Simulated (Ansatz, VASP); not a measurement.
## One calculation of Ru, two programs

The input INCAR:

```
ALGO = Fast
EDIFF = 1E-6
ENCUT = 520
GGA = PE
ISIF = 2
ISMEAR = 0
LASPH = True
LCHARG = False
LREAL = False
LWAVE = False
NBANDS = 13
NELM = 60
PREC = Accurate
SIGMA = 0.15
```

KPOINTS

```
k-points
0
Gamma
  22 22 22
```

The input POSCAR:

```
Ru
1.0
    0.0000000000      1.9150000000      1.7713750000
    1.9150000000      0.0000000000      1.7713750000
    1.9150000000      1.9150000000      0.0000000000
Ru
1
Direct
    0.0000000000      0.0000000000      0.0000000000
```

Input for Ansatz:

```yaml
crystal:
  lattice:
    - [0.0, 1.915, 1.771375]
    - [1.915, 0.0, 1.771375]
    - [1.915, 1.915, 0.0]
  atoms:
    - { symbol: Ru, position: [0.0, 0.0, 0.0] }
basis:
  ecutwfc: 420
kpoints:
  mp_grid: { grid: [22, 22, 22] }
hamiltonian:
  xc: pbe
scf:
  occupations: { method: gaussian, width: 0.15 }
output:
  forces: true
  stress: true
  eigenvalues: true
```

Change from the starting cell: strain -0.0750 x Voigt [0, 0, 1, 0, 0, 0], atoms carried along.

Alike in both runs: task single point; functional PBE; k mesh 22 × 22 × 22; occupations gaussian, width 0.15 eV; no spin polarisation.

|  | VASP | Ansatz |
| --- | --- | --- |
| version | VASP 6.6.1 | Ansatz 0.2.0 |
| potentials or method | VASP PAW PBE potentials, release 64 (Ru_pv), cutoff 520 eV | scalar-relativistic, plane waves, PAW |
| valence electrons in the cell | 14 | 16 |

|  | VASP | Ansatz | Ansatz less VASP |
| --- | --- | --- | --- |
| gap on the k mesh at the Fermi level (eV) | none | none | - |
| pressure (GPa) | 23.3 | 23.3 | -0.04 |
| traceless stress, the component that is largest in VASP (GPa) | 15.77 | 15.78 | +0.015 |

A gap of «none» marks a metal or a gap that the smearing closes. With one functional, cell and mesh, what is left measures potentials, basis and numerics. VASP's potentials hold 14 valence electrons a cell and Ansatz's 16, so a difference there can come from the potentials and not from the codes.
